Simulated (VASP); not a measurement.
# TiB2 (P6/mmm) in VASP: notebook, part 3 of 3

VASP 6.6.1. The steps go on from the part before.

## Step 4: Single point, PBEsol

This run uses another cell than the first one, of 8.37 Å³/atom.

INCAR

```
SYSTEM = TiB2
PREC = Accurate ; ENCUT = 520
EDIFF = 1E-6 ; ISMEAR = -1
SIGMA = 0.05 ; LREAL = .False.
LASPH = .True. ; NELM = 80
ALGO = Normal ; ISIF = 2
LWAVE = .False. ; LCHARG = .True.
GGA = PS ; LELF = .True.
LVHAR = .True. ; NBANDS = 16
```

KPOINTS

```
regular mesh
0
Gamma
  16 16 14
  0 0 0
```

POSCAR

```
TiB2
1.0
    3.0172972367      0.0000000000      0.0000000000
   -1.5086486184      2.6130560578      0.0000000000
    0.0000000000      0.0000000000      3.1854065317
Ti B
1 2
Direct
    0.0000000000      0.0000000000      0.0000000000
    0.3333333333      0.6666666667      0.5000000000
    0.6666666667      0.3333333333      0.5000000000
```

Potentials or basis: VASP PAW PBE potentials, release 64 (Ti_sv, B).

Started as:

```
$ cat potpaw_PBE.64/Ti_sv/POTCAR potpaw_PBE.64/B/POTCAR > POTCAR
$ mpirun -np 1 vasp_std > vasp.out
```

OUTCAR:

```text
SYSTEM = TiB2
   PREC = Accurate
   ENCUT = 520
   EDIFF = 1E-6
   ISMEAR = -1
   LREAL = .False.
   LASPH = .True.
   NELM = 80
   ISIF = 2
   GGA = PS

 ion  position               nearest neighbor table
   1  0.000  0.000  0.000-   2 2.36   3 2.36   2 2.36   3 2.36   3 2.36   3 2.36   2 2.36   2 2.36
                             3 2.36   3 2.36   2 2.36   2 2.36
   2  0.333  0.667  0.500-   3 1.74   3 1.74   3 1.74   1 2.36   1 2.36   1 2.36   1 2.36   1 2.36
                             1 2.36
   3  0.667  0.333  0.500-   2 1.74   2 1.74   2 1.74   1 2.36   1 2.36   1 2.36   1 2.36   1 2.36
                             1 2.36

  LATTYP: Found a hexagonal cell.
 ALAT       =     3.0172972367
 C/A-ratio  =     1.0557151920

  Lattice vectors:

 A1 = (   3.0172972367,   0.0000000000,   0.0000000000)
 A2 = (  -1.5086486184,   2.6130560578,   0.0000000000)
 A3 = (   0.0000000000,   0.0000000000,   3.1854065317)

Analysis of symmetry for initial positions (statically):
=====================================================================
 Subroutine PRICEL returns:
 Original cell was already a primitive cell.

 Routine SETGRP: Setting up the symmetry group for a
 hexagonal supercell.

 Subroutine GETGRP returns: Found 24 space group operations
 (whereof 24 operations were pure point group operations)
 out of a pool of 24 trial point group operations.

The static configuration has the point symmetry D_6h.

Analysis of symmetry for dynamics (positions and initial velocities):
=====================================================================
 Subroutine PRICEL returns:
 Original cell was already a primitive cell.

 Routine SETGRP: Setting up the symmetry group for a
 hexagonal supercell.

 Subroutine GETGRP returns: Found 24 space group operations
 (whereof 24 operations were pure point group operations)
 out of a pool of 24 trial point group operations.

The dynamic configuration has the point symmetry D_6h.

 Subroutine INISYM returns: Found 24 space group operations
 (whereof 24 operations are pure point group operations),
 and found     1 'primitive' translations
[... 119 lines left out ...]
  Fermi-wavevector in a.u.,A,eV,Ry     =   1.465059  2.768560 29.203514  2.146398
  Thomas-Fermi vector in A             =   2.580961
   LORBIT       =      0    0 simple, 1 ext, 2 COOP (PROOUT), +10 PAW based schemes
   GGA     = PS    functional components
   LHFCALC =     F    Hartree Fock is set to
   AEXX    =    0.0000 exact exchange contribution
   IVDW    =     0    specifies the selected vdW correction
   LEPSILON=     F    determine dielectric tensor
   LRPA    =     F    only Hartree local field effects (RPA)
 non-spin polarized calculation
  energy-cutoff  :      520.00
  volume of cell :       25.11
 maximum number of plane-waves:       696
 NGX is ok and might be reduce to    24
   NGX = 11   NGY = 11   NGZ = 11

 number of electron      17.9999998 magnetization

 Free energy of the ion-electron system (eV)
  ---------------------------------------------------
  ext. energy  EPLUGINS =         0.00000000
  ---------------------------------------------------
  free energy    TOTEN  =       -25.79474025 eV

  energy without entropy =      -25.79255955  energy(sigma->0) =      -25.79364990

 E-fermi :  10.1537     XC(G=0): -12.9770

 val. band max:       10.1306874577   @ k =   0.0625   0.0625   0.3571
 cond. band min:      10.1727731980   @ k =   0.0000   0.0000   0.3571
 fundamental gap:      0.0420857403
 Fermi energy:        10.1537014973

 k-point     1 :       0.0000    0.0000    0.0000
  band No.  band energies     occupation
      1     -46.4934      2.00000
      2     -22.9524      2.00000
      3     -22.6302      2.00000
      4     -22.6302      2.00000
      5      -3.4315      2.00000
      6       7.4399      2.00000
[... 433 lines left out ...]
      3     -22.8864      2.00000
      4     -22.7713      2.00000
      5      -0.8398      2.00000
      6       3.4241      2.00000
[... 8 lines left out ...]
     15      18.8766      0.00000
     16      20.0409      0.00000

 [... further k-points ...]

------------------------ aborting loop because EDIFF is reached ----------------------------------------

  FORCE on cell =-STRESS in cart. coord.  units (eV):
  Direction    XX          YY          ZZ          XY          YZ          ZX
  --------------------------------------------------------------------------------------
  -------------------------------------------------------------------------------------
  Total        0.0664934      0.0664934      0.0450679     -0.0000000      0.0000000     -0.0000000
  in kB        4.2418724      4.2418724      2.8750572     -0.0000000      0.0000000     -0.0000000
  external PRESSURE =       3.7862673 kB  Pullay stress =       0.0000000 kB

 VOLUME and BASIS-vectors are now :
 -----------------------------------------------------------------------------
  energy-cutoff  :      520.00
  volume of cell :       25.11
      direct lattice vectors                 reciprocal lattice vectors
     3.017297237  0.000000000  0.000000000     0.331422436  0.191346833  0.000000000
    -1.508648618  2.613056058  0.000000000     0.000000000  0.382693665  0.000000000
     0.000000000  0.000000000  3.185406532     0.000000000  0.000000000  0.313931672

 POSITION                                       TOTAL-FORCE (eV/Angst)
 -----------------------------------------------------------------------------------
      0.00000      0.00000      0.00000         0.000000      0.000000     -0.000000
     -0.00000      1.74204      1.59270         0.000000     -0.000000      0.000000
      1.50865      0.87102      1.59270        -0.000000      0.000000     -0.000000
 -----------------------------------------------------------------------------------
    total drift:                               -0.000000      0.000000      0.000000

  FREE ENERGIE OF THE ION-ELECTRON SYSTEM (eV)
  ---------------------------------------------------
  free  energy   TOTEN  =       -25.7947402515 eV

  energy  without entropy=      -25.7925595496  energy(sigma->0) =      -25.79364990
```

OSZICAR:

```text
N       E                     dE             d eps       ncg     rms          rms(c)
DAV:   1     0.119840120540E+03    0.11984E+03   -0.90622E+03  7688   0.129E+03
DAV:   2    -0.238080002207E+02   -0.14365E+03   -0.13849E+03  8320   0.341E+02
DAV:   3    -0.306782657125E+02   -0.68703E+01   -0.68115E+01 11032   0.724E+01
DAV:   4    -0.308396801041E+02   -0.16141E+00   -0.16134E+00  9448   0.994E+00
DAV:   5    -0.308440256635E+02   -0.43456E-02   -0.43455E-02 11040   0.134E+00    0.175E+01
DAV:   6    -0.257941611737E+02    0.50499E+01   -0.19537E+01 10856   0.491E+01    0.390E+00
DAV:   7    -0.257939776994E+02    0.18347E-03   -0.96352E-01  8152   0.110E+01    0.353E+00
DAV:   8    -0.257967326254E+02   -0.27549E-02   -0.78708E-02 12568   0.232E+00    0.644E-01
DAV:   9    -0.257950050553E+02    0.17276E-02   -0.26842E-02  9536   0.209E+00    0.204E-01
DAV:  10    -0.257947802802E+02    0.22478E-03   -0.25876E-03 10024   0.635E-01    0.887E-02
DAV:  11    -0.257947572422E+02    0.23038E-04   -0.21237E-04 10392   0.149E-01    0.587E-02
DAV:  12    -0.257947403890E+02    0.16853E-04   -0.75724E-05  9520   0.107E-01    0.105E-02
DAV:  13    -0.257947402515E+02    0.13748E-06   -0.50449E-06  9472   0.223E-02
   1 F= -.25794740E+02 E0= -.25793650E+02  d E =-.218070E-02
```

stdout:

```text
POSCAR found type information on POSCAR TiB
 POSCAR found :  2 types and       3 ions
 scaLAPACK will be used
 -----------------------------------------------------------------------------
|                                                                             |
|                                                                             |
|     You enforced a specific xc type in the INCAR file but a different       |
|     I HOPE YOU KNOW WHAT YOU ARE DOING!                                     |
|                                                                             |
 -----------------------------------------------------------------------------

 LDA part: xc-table for (Slater+PW92), standard interpolation
 POSCAR, INCAR and KPOINTS ok, starting setup
 FFT: planning ... GRIDC
 FFT: planning ... GRID_SOFT
 FFT: planning ... GRID
 WAVECAR not read
 entering main loop
```

It took 1.8 min on 1 thread of Intel Xeon 8259CL, shared host; peak memory 0.21 GiB.

What came out:

```yaml
Free_energy: -25.7947 eV
Pressure: 0.4 GPa
Band_gap_on_the_k_mesh: zero (bands 9 and 10 overlap by 0.63 eV)
```

Levels at points of the mesh, in eV from the Fermi level:
```csv
k point,band 5,band 6,band 7,band 8,band 9,band 10,band 11,band 12,band 13,band 14
"(0.00, 0.00, 0.00)",-13.59,-2.71,-2.71,-2.21,-2.19,1.95,1.95,3.83,3.83,5.77
"(0.50, 0.00, 0.00)",-9.47,-9.24,-3.31,-3.23,-2.37,1.38,2.80,3.31,3.49,7.62
"(0.00, 0.00, 0.50)",-11.54,-7.71,-0.57,-0.57,-0.27,-0.27,0.43,0.43,1.79,6.54
"(0.50, 0.00, 0.50)",-9.81,-7.55,-4.76,-3.93,-3.16,2.61,3.00,4.71,4.78,5.46
```

Caveat: the PAW data sets were made with another functional, which shifts forces and pressure a little.

## Step 5: Relaxation of cell and atoms, PBEsol, target pressure 1 GPa, at which the enthalpy is minimised

This run uses another cell than the first one, of 8.37 Å³/atom.

INCAR

```
SYSTEM = TiB2
  ALGO = Normal
  EDIFF = 1E-6
  EDIFFG = -0.002
  ENCUT = 600
  GGA = PS
  IBRION = 2
  ISIF = 3
  ISMEAR = -1
  LASPH = .True.
  LCHARG = .False.
  LREAL = .False.
  LWAVE = .False.
  NELM = 80
  NSW = 100
  PREC = Accurate
  PSTRESS = 10.0
  SIGMA = 0.05
```

KPOINTS

```
k-points
0
Gamma
  16 16 14
  0 0 0
```

POSCAR is that of step 4.

Potentials or basis: VASP PAW PBE potentials, release 64 (Ti_sv, B).

Started as:

```
$ cat potpaw_PBE.64/Ti_sv/POTCAR potpaw_PBE.64/B/POTCAR > POTCAR
$ mpirun -np 1 vasp_std > vasp.out
```

OUTCAR:

```text
SYSTEM = TiB2
   EDIFF = 1E-6
   EDIFFG = -0.002
   ENCUT = 600
   GGA = PS
   IBRION = 2
   ISIF = 3
   ISMEAR = -1
   LASPH = .True.
   LREAL = .False.
   NELM = 80
   NSW = 100
   PREC = Accurate
   PSTRESS = 10.0

 ion  position               nearest neighbor table
   1  0.000  0.000  0.000-   2 2.36   3 2.36   2 2.36   3 2.36   3 2.36   3 2.36   2 2.36   2 2.36
                             3 2.36   3 2.36   2 2.36   2 2.36
   2  0.333  0.667  0.500-   3 1.74   3 1.74   3 1.74   1 2.36   1 2.36   1 2.36   1 2.36   1 2.36
                             1 2.36
   3  0.667  0.333  0.500-   2 1.74   2 1.74   2 1.74   1 2.36   1 2.36   1 2.36   1 2.36   1 2.36
                             1 2.36

  LATTYP: Found a hexagonal cell.
 ALAT       =     3.0172972367
 C/A-ratio  =     1.0557151920

  Lattice vectors:

 A1 = (   3.0172972367,   0.0000000000,   0.0000000000)
 A2 = (  -1.5086486184,   2.6130560578,   0.0000000000)
 A3 = (   0.0000000000,   0.0000000000,   3.1854065317)

Analysis of symmetry for initial positions (statically):
=====================================================================
 Subroutine PRICEL returns:
 Original cell was already a primitive cell.

 Routine SETGRP: Setting up the symmetry group for a
 hexagonal supercell.

 Subroutine GETGRP returns: Found 24 space group operations
 (whereof 24 operations were pure point group operations)
[... 362 lines left out ...]

 number of electron      18.0000004 magnetization

 Free energy of the ion-electron system (eV)
  ---------------------------------------------------
  ext. energy  EPLUGINS =         0.00000000
  ---------------------------------------------------
  free energy    TOTEN  =       -25.79643861 eV

  energy without entropy =      -25.79426434  energy(sigma->0) =      -25.79535148

 E-fermi :  10.1842     XC(G=0): -12.9907

 val. band max:       10.1600979133   @ k =   0.0625   0.0625   0.3571
 cond. band min:      10.2006427446   @ k =   0.0000   0.0000   0.3571
 fundamental gap:      0.0405448313
 Fermi energy:        10.1842265350

 k-point     1 :       0.0000    0.0000    0.0000
  band No.  band energies     occupation
      1     -46.4537      2.00000
      2     -22.9137      2.00000
      3     -22.5906      2.00000
      4     -22.5906      2.00000
      5      -3.4141      2.00000
      6       7.4603      2.00000
      7       7.4603      2.00000
      8       7.9776      2.00000
      9       7.9912      2.00000
     10      12.1440      0.00000
     11      12.1440      0.00000
     12      14.0338      0.00000
     13      14.0338      0.00000
[... 354 lines left out ...]
  band No.  band energies     occupation
      1     -46.4006      2.00000
      2     -22.9302      2.00000
      3     -22.8471      2.00000
      4     -22.7328      2.00000
      5      -0.8189      2.00000
      6       3.4462      2.00000
      7       4.9884      2.00000
      8       7.2669      2.00000
      9       9.7951      1.99917
     10      10.4494      0.00991
     11      11.5147      0.00000
     12      13.3788      0.00000
     13      15.5714      0.00000

 [... further k-points ...]

------------------------ aborting loop because EDIFF is reached ----------------------------------------

  FORCE on cell =-STRESS in cart. coord.  units (eV):
  Direction    XX          YY          ZZ          XY          YZ          ZX
  --------------------------------------------------------------------------------------
  -------------------------------------------------------------------------------------
  Total        0.1585313      0.1585313      0.1564795     -0.0000000     -0.0000000      0.0000000
  in kB       10.1419158     10.1419158     10.0106533     -0.0000000     -0.0000000      0.0000000
  external PRESSURE =       0.0981616 kB  Pullay stress =      10.0000000 kB
[... 22 lines left out ...]
  energy  without entropy=      -25.7942643400  energy(sigma->0) =      -25.79535148

  enthalpy is  TOTEN    =       -25.6401256750 eV   P V=        0.1563129372

 reached required accuracy - stopping structural energy minimisation
```

OSZICAR:

```text
N       E                     dE             d eps       ncg     rms          rms(c)
DAV:   1     0.137333402573E+03    0.13733E+03   -0.10222E+04  6240   0.177E+03
[... 68 lines left out ...]
DAV:   2    -0.257964736510E+02    0.83246E-08   -0.62753E-08  3135   0.293E-03
  11 F= -.25640126E+02 E0= -.25639038E+02  d E =-.465581E-05
       N       E                     dE             d eps       ncg     rms          rms(c)
DAV:   1    -0.257964501108E+02    0.23548E-04   -0.26651E-04  7829   0.272E-01    0.308E-02
DAV:   2    -0.257964395481E+02    0.10563E-04   -0.62509E-05  8098   0.119E-01    0.762E-03
DAV:   3    -0.257964385167E+02    0.10314E-05   -0.51025E-06  7693   0.255E-02    0.318E-03
DAV:   4    -0.257964386121E+02   -0.95475E-07   -0.12653E-06  4254   0.938E-03
  12 F= -.25640126E+02 E0= -.25639039E+02  d E =-.184487E-08
```

CONTCAR:

```text
TiB2
   1.00000000000000
     3.0150950247781587   -0.0000000000003523    0.0000000000000000
    -1.5075475124393480    2.6111488863319092   -0.0000000000000000
     0.0000000000000000   -0.0000000000000000    3.1810673652547687
  Ti              B
     1     2
Direct
     0.0000000000000000    0.0000000000000000    1.0000000000000000
     0.3333333332999970    0.6666666667000030    0.5000000000000000
     0.6666666667000030    0.3333333332999970    0.5000000000000000

  0.00000000E+00  0.00000000E+00  0.00000000E+00
  0.00000000E+00  0.00000000E+00  0.00000000E+00
  0.00000000E+00  0.00000000E+00  0.00000000E+00
```

Wall time 7.2 min (1 thread of Intel Xeon 8259CL, shared host); peak memory 0.24 GiB.

What came out:

- Free energy: -25.7964 eV
- Relaxed volume: 8.35 Å³/atom
- Relaxed cell: a = 3.015 Å, b = 3.015 Å, c = 3.181 Å, α = 90.00°, β = 90.00°, γ = 120.00°
- Space group after relaxing (to 0.1 Å): P6/mmm (No. 191)
- Energy change on relaxing (the run minimises the enthalpy): +0.1 meV/atom
- Ionic steps: 12
- Pressure after relaxing: 1.0 GPa
- Band gap on the k mesh: zero (bands 9 and 10 overlap by 0.63 eV)

The path:
| step | energy change (eV) | largest force (eV/Å) | pressure (GPa) | volume (Å³) |
| --- | --- | --- | --- | --- |
| 1 | 0.0000 | 0.0000 | 0.31 | 25.11 |
| 2 | 0.0008 | 0.0000 | 1.68 | 24.98 |
| 3 | 0.0003 | 0.0000 | 1.03 | 25.05 |
| 4 | 0.0003 | 0.0000 | 1.02 | 25.05 |
| 5 | 0.0002 | 0.0000 | 0.98 | 25.05 |
| 6 | 0.0002 | 0.0000 | 0.97 | 25.05 |
| 7 | 0.0003 | 0.0000 | 0.96 | 25.05 |
| 8 | 0.0003 | 0.0000 | 0.95 | 25.05 |
| 9 | 0.0003 | 0.0000 | 0.98 | 25.05 |
| 10 | 0.0003 | 0.0000 | 0.96 | 25.05 |
| 11 | 0.0003 | 0.0000 | 0.97 | 25.05 |
| 12 | 0.0003 | 0.0000 | 1.01 | 25.04 |

Final structure:
```xyz
3
Lattice="3.0151 0.0000 0.0000 -1.5075 2.6111 0.0000 0.0000 0.0000 3.1811" Properties=species:S:1:pos:R:3 pbc="T T T"
Ti    0.0000    0.0000    3.1811
B     0.0000    1.7408    1.5905
B     1.5075    0.8704    1.5905
```

Caveat: the cell is relaxed towards a set pressure, so the run minimises the enthalpy, not the energy; the PAW data sets were made with another functional, which shifts forces and pressure a little.

## Step 6: Relaxation of cell and atoms, PBEsol, target pressure 2 GPa, at which the enthalpy is minimised

This run uses another cell than the first one, of 8.37 Å³/atom.

INCAR

```
  PREC = Accurate
  ENCUT = 600
  EDIFF = 1E-6
  ISMEAR = -1
  SIGMA = 0.05
  LREAL = F
  LASPH = T
  NELM = 60
  ALGO = Normal
  ISIF = 3
  LWAVE = F
  LCHARG = F
  GGA = PS
  IBRION = 2
  NSW = 100
  EDIFFG = -0.002
  PSTRESS = 20.0
```

KPOINTS

```
Automatic mesh
0
Gamma
  16 16 14
```

POSCAR is that of step 5.

Potentials or basis: VASP PAW PBE potentials, release 64 (Ti_sv, B).

Started as:

```
$ cat potpaw_PBE.64/Ti_sv/POTCAR potpaw_PBE.64/B/POTCAR > POTCAR
$ mpirun -np 1 vasp_std > vasp.out
```

Run time: 7.3 min. Hardware: 1 thread of Intel Xeon 8259CL, shared host; peak memory 0.24 GiB.

Results (log left out):

```yaml
Free_energy: -25.7955 eV
Relaxed_volume: 8.32 Å³/atom
Relaxed_cell: a = 3.012 Å, b = 3.012 Å, c = 3.176 Å, α = 90.00°, β = 90.00°, γ = 120.00°
Space_group_after_relaxing_to_0.1_Å: P6/mmm (No. 191)
Energy_change_on_relaxing_the_run_minimises_the_enthalpy: +0.4 meV/atom
Ionic_steps: 11
Pressure_after_relaxing: 2.0 GPa
Band_gap_on_the_k_mesh: zero (bands 9 and 10 overlap by 0.63 eV)
```

The path:
| step | energy change (eV) | largest force (eV/Å) | pressure (GPa) | volume (Å³) |
| --- | --- | --- | --- | --- |
| 1 | 0.0000 | 0.0000 | 0.31 | 25.11 |
| 2 | 0.0040 | 0.0000 | 3.80 | 24.80 |
| 3 | 0.0011 | 0.0000 | 2.03 | 24.96 |
| 4 | 0.0011 | 0.0000 | 2.02 | 24.96 |
| 5 | 0.0010 | 0.0000 | 1.98 | 24.96 |
| 6 | 0.0010 | 0.0000 | 1.92 | 24.96 |
| 7 | 0.0010 | 0.0000 | 1.91 | 24.96 |
| 8 | 0.0011 | 0.0000 | 1.93 | 24.96 |
| 9 | 0.0010 | 0.0000 | 1.92 | 24.96 |
| 10 | 0.0010 | 0.0000 | 1.93 | 24.96 |
| 11 | 0.0012 | 0.0000 | 2.00 | 24.95 |

Final structure:
```
CELL_PARAMETERS angstrom
3.01188 0.00000 0.00000
-1.50594 2.60837 0.00000
0.00000 0.00000 3.17561
ATOMIC_POSITIONS crystal
Ti 0.00000 0.00000 0.00000
B 0.33333 0.66667 0.50000
B 0.66667 0.33333 0.50000
```

Levels at points of the mesh, in eV from the Fermi level:
```csv
k point,band 7,band 8,band 9,band 10,band 11,band 12
"(0.00, 0.00, 0.00)",-2.74,-2.20,-2.20,1.97,1.97,3.87
"(0.50, 0.00, 0.00)",-3.32,-3.24,-2.38,1.40,2.83,3.34
"(0.00, 0.00, 0.50)",-0.57,-0.57,-0.27,-0.27,0.44,0.44
"(0.50, 0.00, 0.50)",-4.79,-3.95,-3.16,2.65,3.03,4.77
```

Caveat: the cell is relaxed towards a set pressure, so the run minimises the enthalpy, not the energy; the PAW data sets were made with another functional, which shifts forces and pressure a little.

## Step 7: Overview

```tsv
task	cell	cutoff (eV)	gap on the mesh (eV)	pressure (GPa)
single point	a = 3.014, b = 3.014, c = 3.181 Å, angles 90.0, 90.0, 120.0°, 3 atoms	520	none	1.4
single point	a = 3.011, b = 3.011, c = 3.175 Å, angles 90.0, 90.0, 120.0°, 3 atoms	520	none	2.4
single point	a = 3.017, b = 3.017, c = 3.185 Å, angles 90.0, 90.0, 120.0°, 3 atoms	520	none	0.4
relaxation of cell and atoms	relaxed to 1 GPa from a = 3.017, b = 3.017, c = 3.185 Å, angles 90.0, 90.0, 120.0°, 3 atoms	600	none	1.0
relaxation of cell and atoms	relaxed to 2 GPa from a = 3.017, b = 3.017, c = 3.185 Å, angles 90.0, 90.0, 120.0°, 3 atoms	600	none	2.0
```

Alike in all rows: level PBEsol; potentials or basis VASP PAW PBE potentials, release 64 (Ti_sv, B); no spin polarisation; k mesh 16 × 16 × 14; smearing fermi-dirac 0.05 eV.

Caveats: the PAW data sets were made with another functional, which shifts forces and pressure a little; the cell is relaxed towards a set pressure, so the run minimises the enthalpy, not the energy (at least some runs).

Absolute energies hang on the potentials; compare differences alone.

The gap in the log of VASP goes by the Fermi energy; the results here count the filled bands.